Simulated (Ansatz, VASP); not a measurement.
## One calculation of BaTiO3, two programs

```
CELL_PARAMETERS angstrom
2.82767 1.63255 2.31773
-2.82767 1.63255 2.31773
0.00000 -3.26511 2.31773
ATOMIC_POSITIONS crystal
Ba 0.03347 0.98847 0.00184
Ti 0.50610 0.52748 0.53723
O 0.48625 0.49715 0.97115
O 0.47409 0.98642 0.47201
O 0.97879 0.47918 0.49647
```

Alike in both runs: functional BLYP; k mesh 7 × 7 × 7; occupations fermi-dirac, width 0.05 eV; no spin polarisation.

|  | VASP | Ansatz |
| --- | --- | --- |
| version | VASP 6.6.1 | Ansatz 0.2.0 |
| potentials or method | VASP PAW PBE potentials, release 64 (Ba_sv, Ti_sv, O) | Ansatz PAW |
| plane-wave cutoff (eV) | 520 | 420 |
| valence electrons in the cell | 40 | 40 |
| task | single point | band structure |

```tsv
	VASP	Ansatz	Ansatz less VASP
gap on the k mesh at the Fermi level (eV)	2.76	2.80	+0.033
least direct gap on the mesh (eV)	3.31	3.33	+0.026
pressure (GPa)	17.3	15.0	-2.29
traceless stress, the component that is largest in VASP (GPa)	-4.93	-4.59	+0.340
rms of the force components (eV/Å)	0.916	0.824	-0.0915
```

VASP's potentials were made for PBE, not for BLYP. Atom by atom the forces differ by 0.101 eV/Å (rms over components).

Neither program's run includes spin-orbit coupling. Noted on Ansatz's run: the k mesh misses the band edges, so the gap on the mesh is wider than the one along the path.
